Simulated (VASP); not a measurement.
A run of VASP 6.6.1:

Contents of INCAR:

```
PREC = Accurate
ENCUT = 520
EDIFF = 1E-6
ISMEAR = 0
SIGMA = 0.1
LREAL = F
LASPH = T
NELM = 80
ALGO = Normal
ISIF = 2
LWAVE = F
LCHARG = F
GGA = PE
NBANDS = 28
```

KPOINTS

```
Automatic mesh
0
Gamma
  4 4 4
```

Contents of POSCAR:

```
Hf
1.0
    4.4887287795      0.0000000000      0.0000000000
    0.0000000000      4.4887287795      0.0000000000
    0.0000000000      0.0000000000      4.4887287795
Hf
4
Direct
   -0.0000809355     -0.0000809355     -0.0000809355
    0.5000809355      1.0000809355      0.4999190645
    0.4999190645      0.5000809355      1.0000809355
    1.0000809355      0.4999190645      0.5000809355
```

Potentials or basis: VASP PAW PBE potentials, release 64 (Hf_pv).

Command:

```sh
$ cat potpaw_PBE.64/Hf_pv/POTCAR > POTCAR
$ mpirun -np 1 vasp_std > vasp.out
```

Hardware: 1 thread of Intel(R) Xeon(R) Platinum 8375C CPU @ 2.90GHz (Ice Lake) (shared host).

Question: Estimate the wall time of this run.

Answer: Run time: 21 s on 1 thread of Intel(R) Xeon(R) Platinum 8375C CPU @ 2.90GHz (Ice Lake), with other jobs on the host, peak memory 0.2 GiB. Counts: scf iterations 12, k points 11.
